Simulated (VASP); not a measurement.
# MoS2 (R3m) in VASP: further runs

Runs on MoS2. Level: PBE. Tasks: single point.

Program: VASP 6.6.1. These are calculated values, not measurements. Logs are shortened: lines on timing, memory, paths and dates and some standing lists are left out, and cuts for length are marked.

## Step 1: The cell of the first run

It takes space group R3m (No. 160, trigonal). Conventional cell: a = 3.104 Å, b = 3.104 Å, c = 16.932 Å, α = 90.00°, β = 90.00°, γ = 120.00°. Mo (site symmetry 3m) has 6 S at 2.38 Å and 6 Mo at 3.10 Å within 3.2 Å. Within 3.2 Å of S (site symmetry 3m) lie 3 Mo at 2.38 Å and 10 S at 3.09 to 3.13 Å. Within 3.2 Å of S (site symmetry 3m) lie 3 Mo at 2.38 Å and 10 S at 3.09 to 3.13 Å.

## Step 2: Single point, PBE

Contents of INCAR:

```
SYSTEM = MoS2
PREC = Accurate
ENCUT = 520
EDIFF = 1E-6
ISMEAR = 0
SIGMA = 0.02
LREAL = .False.
LASPH = .True.
NELM = 80
ALGO = Normal
ISIF = 2
LWAVE = .False.
LCHARG = .True.
GGA = PE
LELF = .True.
LVHAR = .True.
NBANDS = 20
```

Contents of KPOINTS:

```
regular mesh
0
Gamma
  12 12 12
  0 0 0
```

Contents of POSCAR:

```
MoS2
1.0
    1.5519803940      0.8960362982      5.6438675305
   -1.5519803940      0.8960362982      5.6438675305
    0.0000000000     -1.7920725965      5.6438675305
Mo S
1 2
Direct
    0.9996972307      0.9996972307      0.9996972307
    0.4255324369      0.4255324369      0.4255324369
    0.2407713323      0.2407713323      0.2407713323
```

Potentials or basis: VASP PAW PBE potentials, release 64 (Mo_sv, S).

The run is started by

```sh
$ cat potpaw_PBE.64/Mo_sv/POTCAR potpaw_PBE.64/S/POTCAR > POTCAR
$ mpirun -np 1 vasp_std > vasp.out
```

OUTCAR:

```text
SYSTEM = MoS2
   PREC = Accurate
   ENCUT = 520
   EDIFF = 1E-6
   ISMEAR = 0
   LREAL = .False.
   LASPH = .True.
   NELM = 80
   ISIF = 2
   GGA = PE

 ion  position               nearest neighbor table
   1  1.000  1.000  1.000-   3 2.38   3 2.38   3 2.38   2 2.38   2 2.38   2 2.38
   2  0.426  0.426  0.426-   1 2.38   1 2.38   1 2.38
   3  0.241  0.241  0.241-   1 2.38   1 2.38   1 2.38

  LATTYP: Found a trigonal (rhomboedric) cell.
 ALAT       =     5.9215508858
 COS(alpha) =     0.8626174651

  Lattice vectors:

 A1 = (   1.5519803940,   0.8960362982,   5.6438675305)
 A2 = (  -1.5519803940,   0.8960362982,   5.6438675305)
 A3 = (   0.0000000000,  -1.7920725965,   5.6438675305)

Analysis of symmetry for initial positions (statically):
=====================================================================
 Subroutine PRICEL returns:
 Original cell was already a primitive cell.

 Routine SETGRP: Setting up the symmetry group for a
 trigonal (rhombohedral) supercell.

 Subroutine GETGRP returns: Found  6 space group operations
 (whereof  6 operations were pure point group operations)
 out of a pool of 12 trial point group operations.

The static configuration has the point symmetry C_3v.

Analysis of symmetry for dynamics (positions and initial velocities):
=====================================================================
 Subroutine PRICEL returns:
 Original cell was already a primitive cell.

 Routine SETGRP: Setting up the symmetry group for a
 trigonal (rhombohedral) supercell.

 Subroutine GETGRP returns: Found  6 space group operations
 (whereof  6 operations were pure point group operations)
 out of a pool of 12 trial point group operations.

The dynamic configuration has the point symmetry C_3v.

 Subroutine INISYM returns: Found  6 space group operations
 (whereof  6 operations are pure point group operations),
 and found     1 'primitive' translations

----------------------------------------------------------------------------------------

                                     Primitive cell

  volume of cell :      47.0912

  direct lattice vectors                    reciprocal lattice vectors
     1.551980394  0.896036298  5.643867530     0.322169018  0.186004369  0.059061155
    -1.551980394  0.896036298  5.643867530    -0.322169018  0.186004369  0.059061155
     0.000000000 -1.792072596  5.643867530     0.000000000 -0.372008739  0.059061155

  length of vectors
     5.921550886  5.921550886  5.921550886     0.376667920  0.376667920  0.376667920

  position of ions in fractional coordinates (direct lattice)
     0.999697231  0.999697231  0.999697231
     0.425532437  0.425532437  0.425532437
     0.240771332  0.240771332  0.240771332

  ion indices of the primitive-cell ions
   primitive index   ion index
                 1           1
                 2           2
                 3           3

----------------------------------------------------------------------------------------

 KPOINTS: regular mesh

Automatic generation of k-mesh.
 Grid dimensions read from file:
 generate k-points for:   12   12   12

 Generating k-lattice:

  Cartesian coordinates                     Fractional coordinates (reciprocal lattice)
     0.026847418  0.015500364  0.004921763     0.083333333 -0.000000000  0.000000000
    -0.026847418  0.015500364  0.004921763    -0.000000000  0.083333333  0.000000000
     0.000000000 -0.031000728  0.004921763     0.000000000  0.000000000  0.083333333

  Length of vectors
     0.031388993  0.031388993  0.031388993

  Shift w.r.t. Gamma in fractional coordinates (k-lattice)
     0.000000000  0.000000000  0.000000000

 Subroutine IBZKPT returns following result:
 ===========================================

 Found    189 irreducible k-points:

 Following reciprocal coordinates:
            Coordinates               Weight
  0.000000  0.000000  0.000000      1.000000
  0.083333 -0.000000 -0.000000      6.000000
  0.166667 -0.000000 -0.000000      6.000000
  0.250000  0.000000  0.000000      6.000000
  0.333333 -0.000000  0.000000      6.000000
  0.416667 -0.000000 -0.000000      6.000000
[... 16 lines left out ...]
  0.500000  0.166667  0.000000     12.000000
 -0.416667  0.166667  0.000000     12.000000
 [... further k-points ...]
   k-points           NKPTS =    189   k-points in BZ     NKDIM =    189   number of bands    NBANDS=     20
   number of dos      NEDOS =    301   number of ions     NIONS =      3
   total plane-waves  NPLWV = 110592
   dimension x,y,z NGX =    48 NGY =   48 NGZ =   48
   dimension x,y,z NGXF=    96 NGYF=   96 NGZF=   96
   ions per type =               1   2
   NGX,Y,Z   is equivalent  to a cutoff of  13.48, 13.48, 13.48 a.u.
   NGXF,Y,Z  is equivalent  to a cutoff of  26.95, 26.95, 26.95 a.u.
 SYSTEM =  MoS2
   PREC   = accura    normal or accurate (medium, high low for compatibility)
   ISTART =      0    job   : 0-new  1-cont  2-samecut
   ICHARG =      2    charge: 1-file 2-atom 10-const
[... 84 lines left out ...]
     20      19.0054      0.00000

 k-point     3 :       0.1667   -0.0000   -0.0000
  band No.  band energies     occupation
      1     -52.1610      2.00000
      2     -26.3560      2.00000
      3     -26.2013      2.00000
      4     -26.1056      2.00000
      5      -5.8356      2.00000
      6      -3.8840      2.00000
[... 12 lines left out ...]
     19      17.8503      0.00000
     20      18.9275      0.00000

 k-point     4 :       0.2500    0.0000    0.0000
  band No.  band energies     occupation
      1     -52.1479      2.00000
      2     -26.3311      2.00000
      3     -26.3227      2.00000
      4     -26.1334      2.00000
      5      -5.3180      2.00000
      6      -3.7687      2.00000
[... 12 lines left out ...]
     19      17.5780      0.00000
     20      18.8997      0.00000

 k-point     5 :       0.3333   -0.0000    0.0000
  band No.  band energies     occupation
      1     -52.1347      2.00000
      2     -26.4420      2.00000
      3     -26.3061      2.00000
      4     -26.1610      2.00000
      5      -4.7126      2.00000
      6      -3.6423      2.00000
[... 12 lines left out ...]
     19      17.0983      0.00000
     20      17.5747      0.00000

 k-point     6 :       0.4167   -0.0000   -0.0000
  band No.  band energies     occupation
      1     -52.1251      2.00000
      2     -26.5280      2.00000
      3     -26.2877      2.00000
      4     -26.1811      2.00000
      5      -4.1684      2.00000
      6      -3.5565      2.00000
[... 12 lines left out ...]
     19      16.0070      0.00000
     20      17.0855      0.00000

 k-point     7 :       0.5000    0.0000    0.0000
  band No.  band energies     occupation
      1     -52.1215      2.00000
      2     -26.5592      2.00000
      3     -26.2809      2.00000
      4     -26.1885      2.00000
      5      -3.9206      2.00000
      6      -3.5448      2.00000
[... 12 lines left out ...]
     19      15.6127      0.00000
     20      17.0222      0.00000
[... 277 lines left out ...]
 k-point    20 :       0.2500    0.1667    0.0000
  band No.  band energies     occupation
      1     -52.1527      2.00000
      2     -26.3403      2.00000
      3     -26.2726      2.00000
      4     -26.1293      2.00000
      5      -5.4686      2.00000
      6      -3.8959      2.00000
[... 12 lines left out ...]
     19      17.8208      0.00000
     20      18.4538      0.00000

 k-point    21 :       0.3333    0.1667    0.0000
  band No.  band energies     occupation
      1     -52.1413      2.00000
      2     -26.3598      2.00000
      3     -26.3187      2.00000
      4     -26.1708      2.00000
      5      -4.9813      2.00000
      6      -3.7822      2.00000
[... 12 lines left out ...]
     19      17.9752      0.00000
     20      18.9043      0.00000

 k-point    22 :       0.4167    0.1667   -0.0000
  band No.  band energies     occupation
      1     -52.1299      2.00000
      2     -26.4416      2.00000
      3     -26.2970      2.00000
      4     -26.2166      2.00000
      5      -4.4312      2.00000
      6      -3.6349      2.00000
[... 12 lines left out ...]
     19      17.6973      0.00000
     20      18.5342      0.00000

 k-point    23 :       0.5000    0.1667    0.0000
  band No.  band energies     occupation
      1     -52.1216      2.00000
      2     -26.4992      2.00000
      3     -26.2810      2.00000
      4     -26.2515      2.00000
      5      -3.9590      2.00000
      6      -3.5153      2.00000
[... 12 lines left out ...]
     19      17.4400      0.00000
     20      18.3248      0.00000

 k-point    24 :      -0.4167    0.1667    0.0000
  band No.  band energies     occupation
      1     -52.1185      2.00000
      2     -26.5200      2.00000
      3     -26.2752      2.00000
      4     -26.2645      2.00000
      5      -3.7472      2.00000
      6      -3.4903      2.00000
[... 12 lines left out ...]
     19      17.4066      0.00000
     20      18.3313      0.00000

 [... further k-points ...]

------------------------ aborting loop because EDIFF is reached ----------------------------------------

  FORCE on cell =-STRESS in cart. coord.  units (eV):
  Direction    XX          YY          ZZ          XY          YZ          ZX
  --------------------------------------------------------------------------------------
  -------------------------------------------------------------------------------------
  Total        3.4717193      3.4717193      3.4744038      0.0000000     -0.0000000      0.0000000
  in kB      118.1177851    118.1177851    118.2091177      0.0000000     -0.0000000      0.0000000
  external PRESSURE =     118.1482293 kB  Pullay stress =       0.0000000 kB

 VOLUME and BASIS-vectors are now :
 -----------------------------------------------------------------------------
  energy-cutoff  :      520.00
  volume of cell :       47.09
      direct lattice vectors                 reciprocal lattice vectors
     1.551980394  0.896036298  5.643867530     0.322169018  0.186004369  0.059061155
    -1.551980394  0.896036298  5.643867530    -0.322169018  0.186004369  0.059061155
     0.000000000 -1.792072596  5.643867530     0.000000000 -0.372008739  0.059061155

 POSITION                                       TOTAL-FORCE (eV/Angst)
 -----------------------------------------------------------------------------------
      0.00000     -0.00000     16.92648         0.000000      0.000000     -0.001145
      0.00000     -0.00000      7.20495         0.000000      0.000000     -0.019296
      0.00000     -0.00000      4.07664         0.000000     -0.000000      0.020441
 -----------------------------------------------------------------------------------
    total drift:                               -0.000000     -0.000000      0.000093

  FREE ENERGIE OF THE ION-ELECTRON SYSTEM (eV)
  ---------------------------------------------------
  free  energy   TOTEN  =       -21.5485800184 eV

  energy  without entropy=      -21.5485800184  energy(sigma->0) =      -21.54858002
```

Run time: 4.9 min. Hardware: 1 thread of AMD EPYC 9R45 (Zen 5), shared host; peak memory 0.38 GiB.

What came out:

- Free energy: -21.5486 eV
- Pressure: 11.8 GPa
- Largest force: 0.020 eV/Å
- Band gap on the k mesh: 0.45 eV (least direct gap 1.79 eV)

Forces in eV/Å, atoms in the order of the input:
```
Mo   0.000  0.000 -0.001
S    0.000  0.000 -0.019
S    0.000  0.000  0.020
```

Levels at points of the mesh, in eV from the valence-band top:
```csv
k point,band 9,band 10,band 11,band 12,band 13,band 14,band 15,band 16,band 17,band 18
"(0.00, 0.00, 0.00)",-3.67,-2.59,-2.59,-1.83,-0.77,1.65,1.65,2.26,2.26,5.55
"(0.50, 0.00, 0.00)",-5.52,-4.47,-2.66,-1.94,-1.71,1.50,1.76,2.81,3.44,5.27
"(0.50, 0.50, 0.00)",-5.16,-4.23,-3.64,-2.31,-1.70,1.39,1.98,2.76,3.91,5.92
"(0.50, 0.50, 0.50)",-3.73,-3.73,-2.49,-2.49,0.00,1.79,1.79,2.00,2.00,5.51
```

Caveat: the cell stands under pressure. A k mesh can miss the band edges.

## Step 3: Single point, PBE

This run uses another cell than the first one, of 17.31 Å³/atom.

Contents of INCAR:

```
PREC = Accurate
ENCUT = 520
EDIFF = 1E-6
ISMEAR = 0
SIGMA = 0.02
LREAL = False
LASPH = True
NELM = 60
ALGO = Normal
ISIF = 2
LWAVE = False
LCHARG = True
GGA = PE
LELF = True
LVHAR = True
NBANDS = 20
```

Contents of KPOINTS:

```
regular mesh
0
Gamma
  12 12 12
```

Contents of POSCAR:

```
MoS2
1.0
    1.5773013138      0.9106553381      6.0239799717
   -1.5773013138      0.9106553381      6.0239799717
    0.0000000000     -1.8213106762      6.0239799717
Mo S
1 2
Direct
    0.9997530297      0.9997530297      0.9997530297
    0.4196216197      0.4196216197      0.4196216197
    0.2466263506      0.2466263506      0.2466263506
```

Potentials or basis: VASP PAW PBE potentials, release 64 (Mo_sv, S).

The run is started by

```sh
$ cat potpaw_PBE.64/Mo_sv/POTCAR potpaw_PBE.64/S/POTCAR > POTCAR
$ mpirun -np 1 vasp_std > vasp.out
```

It took 5.2 min on 1 thread of AMD EPYC 9R45 (Zen 5), shared host; peak memory 0.4 GiB.

It converged, with:

```yaml
Free_energy: -21.7733 eV
Pressure: 3.9 GPa
Largest_force: 0.010 eV/Å
Band_gap_on_the_k_mesh: 0.83 eV (least direct gap 1.77 eV)
```

Forces on the atoms (eV/Å):
```
Mo   0.000  0.000  0.000
S    0.000  0.000 -0.010
S    0.000  0.000  0.009
```

Levels at points of the mesh, in eV from the valence-band top:
| k point | band 9 | band 10 | band 11 | band 12 | band 13 | band 14 | band 15 | band 16 | band 17 | band 18 |
| --- | --- | --- | --- | --- | --- | --- | --- | --- | --- | --- |
| (0.00, 0.00, 0.00) | -3.36 | -2.27 | -2.27 | -1.32 | -1.11 | 1.98 | 1.98 | 2.39 | 2.39 | 5.56 |
| (0.50, 0.00, 0.00) | -5.08 | -4.01 | -2.40 | -1.59 | -1.54 | 1.61 | 1.98 | 3.31 | 3.48 | 5.30 |
| (0.50, 0.50, 0.00) | -4.74 | -3.90 | -3.07 | -1.85 | -1.35 | 1.55 | 2.13 | 2.95 | 3.87 | 6.04 |
| (0.50, 0.50, 0.50) | -3.38 | -3.38 | -2.22 | -2.22 | 0.00 | 2.10 | 2.10 | 2.21 | 2.21 | 5.65 |

Caveat: the cell stands under pressure.

## Step 4: Single point, PBE

This run uses another cell than the first one, of 17.31 Å³/atom.

Contents of INCAR:

```
SYSTEM = MoS2
PREC     = Accurate       ! precision mode
ENCUT    = 520            ! plane-wave cutoff, eV
EDIFF    = 1E-7           ! SCF threshold, eV
ISMEAR   = 0              ! smearing method
SIGMA    = 0.02           ! smearing width, eV
LREAL    = .FALSE.        ! projectors in reciprocal space
LASPH    = .TRUE.         ! aspherical terms in the spheres
NELM     = 60             ! most SCF steps
ALGO     = Normal         ! electronic algorithm
ISIF     = 2              ! what is computed and relaxed
LWAVE    = .FALSE.        ! write WAVECAR
LCHARG   = .FALSE.        ! write CHGCAR
GGA      = PE             ! functional
NBANDS   = 20             ! bands
```

Contents of KPOINTS:

```
Automatic mesh
0
G
  12 12 12
  0 0 0
```

POSCAR is that of step 3.

The run is started by

```sh
$ cat potpaw_PBE.64/Mo_sv/POTCAR potpaw_PBE.64/S/POTCAR > POTCAR
$ mpirun -np 1 vasp_std > vasp.out
```

Wall time 5.2 min (1 thread of AMD EPYC 9R45 (Zen 5), shared host); peak memory 0.4 GiB.

The run converged. Its results:

- Free energy: -21.7733 eV
- Pressure: 3.9 GPa
- Largest force: 0.009 eV/Å
- Band gap on the k mesh: 0.83 eV (least direct gap 1.77 eV)

Forces in eV/Å, atoms in the order of the input:
```
Mo   0.000  0.000  0.000
S    0.000  0.000 -0.009
S    0.000  0.000  0.009
```

Levels at points of the mesh, in eV from the valence-band top:
```tsv
k point	band 9	band 10	band 11	band 12	band 13	band 14	band 15	band 16	band 17	band 18
(0.00, 0.00, 0.00)	-3.36	-2.27	-2.27	-1.32	-1.11	1.98	1.98	2.39	2.39	5.56
(0.50, 0.00, 0.00)	-5.08	-4.01	-2.40	-1.59	-1.54	1.61	1.98	3.31	3.48	5.30
(0.50, 0.50, 0.00)	-4.74	-3.90	-3.08	-1.85	-1.35	1.55	2.13	2.95	3.87	6.04
(0.50, 0.50, 0.50)	-3.38	-3.38	-2.22	-2.22	0.00	2.10	2.10	2.21	2.21	5.65
```

Caveat: the cell stands under pressure.

## Step 5: Single point, PBE

This run uses another cell than the first one, of 18.90 Å³/atom.

Contents of INCAR:

```
SYSTEM = MoS2
PREC = Accurate
ENCUT = 520
EDIFF = 1E-7
ISMEAR = 0
SIGMA = 0.02
LREAL = .False.
LASPH = .True.
NELM = 60
ALGO = Normal
ISIF = 2
LWAVE = .False.
LCHARG = .False.
GGA = PE
NBANDS = 20
```

Contents of KPOINTS:

```
regular mesh
0
Gamma
  12 12 12
  0 0 0
```

Contents of POSCAR:

```
MoS2
1.0
    1.5883259240      0.9170203998      6.4896571115
   -1.5883259240      0.9170203998      6.4896571115
    0.0000000000     -1.8340407996      6.4896571115
Mo S
1 2
Direct
    0.9997728109      0.9997728109      0.9997728109
    0.4133850829      0.4133850829      0.4133850829
    0.2528431062      0.2528431062      0.2528431062
```

The run is started by

```sh
$ cat potpaw_PBE.64/Mo_sv/POTCAR potpaw_PBE.64/S/POTCAR > POTCAR
$ mpirun -np 1 vasp_std > vasp.out
```

Wall time 7.1 min (1 thread of AMD EPYC 9R45 (Zen 5), shared host); peak memory 0.43 GiB.

It converged, with:

```yaml
Free_energy: -21.8404 eV
Pressure: 0.9 GPa
Largest_force: 0.009 eV/Å
Band_gap_on_the_k_mesh: 1.18 eV (least direct gap 1.70 eV)
```

Forces on the atoms (eV/Å):
```
Mo   0.000  0.000  0.000
S    0.000  0.000 -0.009
S    0.000  0.000  0.009
```

Levels at points of the mesh, in eV from the valence-band top:
```csv
k point,band 9,band 10,band 11,band 12,band 13,band 14,band 15,band 16,band 17,band 18
"(0.00, 0.00, 0.00)",-3.10,-2.00,-2.00,-1.41,-0.90,2.25,2.25,2.55,2.55,5.64
"(0.50, 0.00, 0.00)",-4.69,-3.68,-2.23,-1.42,-1.21,1.78,2.22,3.57,3.70,5.45
"(0.50, 0.50, 0.00)",-4.49,-3.64,-2.60,-1.52,-1.08,1.76,2.31,3.22,3.94,6.08
"(0.50, 0.50, 0.50)",-3.10,-3.03,-1.99,-1.99,0.00,2.30,2.30,2.49,2.49,5.82
```

A k mesh can miss the band edges.

## Step 6: Summary

| cell | gap on the mesh (eV) | pressure (GPa) | largest force (eV/Å) |
| --- | --- | --- | --- |
| a = 5.922 Å, angles 30.4°, 3 atoms, atomic positions A | 0.45 | 11.8 | 0.02 |
| a = 6.293 Å, angles 29.0°, 3 atoms, atomic positions B | 0.83 | 3.9 | 0.01 |
| a = 6.744 Å, angles 27.2°, 3 atoms, atomic positions C | 1.18 | 0.9 | 0.01 |

Alike in all rows: task single point; level PBE; potentials or basis VASP PAW PBE potentials, release 64 (Mo_sv, S); no spin polarisation; k mesh 12 × 12 × 12; cutoff (eV) 520; smearing gaussian 0.02 eV.

Caveats: the cell stands under pressure (at least some runs).

Absolute energies hang on the potentials; compare differences alone.
